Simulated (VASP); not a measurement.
Set up this calculation in VASP 6.6.1, as the native input.

```
Task                   : single point
Functional             : LDA
Potentials or basis    : VASP PAW LDA potentials, release 64 (Rh_pv, N)
Cutoff                 : 520 eV
k mesh                 : 6 × 5 × 8
Occupations            : methfessel-paxton, width 0.1 eV
Spin                   : no spin polarisation
Dipole correction      : no
Further INCAR settings : ALGO = Normal; EDIFF = 1e-06; NBANDS = 34
```

The structure of RhN2 lies in POSCAR:

```
RhN2
1.0
    4.1413316158      0.0000000000      0.0000000000
    0.0000000000      4.9824028554      0.0000000000
    0.0000000000      0.0000000000      2.8718256591
Rh N
2 4
Direct
    0.5000000000      0.5000000000      0.5000000000
    0.0000000000      0.0000000000      0.0000000000
    0.3785140000      0.9149360000      0.5000000000
    0.6214860000      0.0850640000      0.5000000000
    0.1214860000      0.4149360000      0.0000000000
    0.8785140000      0.5850640000      0.0000000000
```

The input as run:

INCAR

```
SYSTEM = RhN2
PREC     = Accurate       ! precision mode
ENCUT    = 520            ! plane-wave cutoff, eV
EDIFF    = 1E-6           ! SCF threshold, eV
ISMEAR   = 1              ! smearing method
SIGMA    = 0.1            ! smearing width, eV
LREAL    = .FALSE.        ! projectors in reciprocal space
LASPH    = .TRUE.         ! aspherical terms in the spheres
NELM     = 80             ! most SCF steps
ALGO     = Normal         ! electronic algorithm
ISIF     = 2              ! what is computed and relaxed
LWAVE    = .FALSE.        ! write WAVECAR
LCHARG   = .TRUE.         ! write CHGCAR
GGA      = CA             ! functional
LELF     = .TRUE.         ! ELF
LVHAR    = .TRUE.       
NBANDS   = 34             ! bands
```

KPOINTS

```
regular mesh
0
G
  6 5 8
  0 0 0
```

Potentials or basis: VASP PAW LDA potentials, release 64 (Rh_pv, N).

Run with:

```console
$ cat potpaw_LDA.64/Rh_pv/POTCAR potpaw_LDA.64/N/POTCAR > POTCAR
$ mpirun -np 1 vasp_std > vasp.out
```

Results of the run:

```json
{
 "Pressure": "-27.8 GPa",
 "Largest force": "0.657 eV/Å",
 "Band gap on the k mesh": "zero (bands 25 and 26 overlap by 1.93 eV)"
}
```

Caveat: the cell stands under tension.

It took 41 s on 1 thread of AMD EPYC 9R45 (Zen 5), on a shared host, peak memory 0.18 GiB.
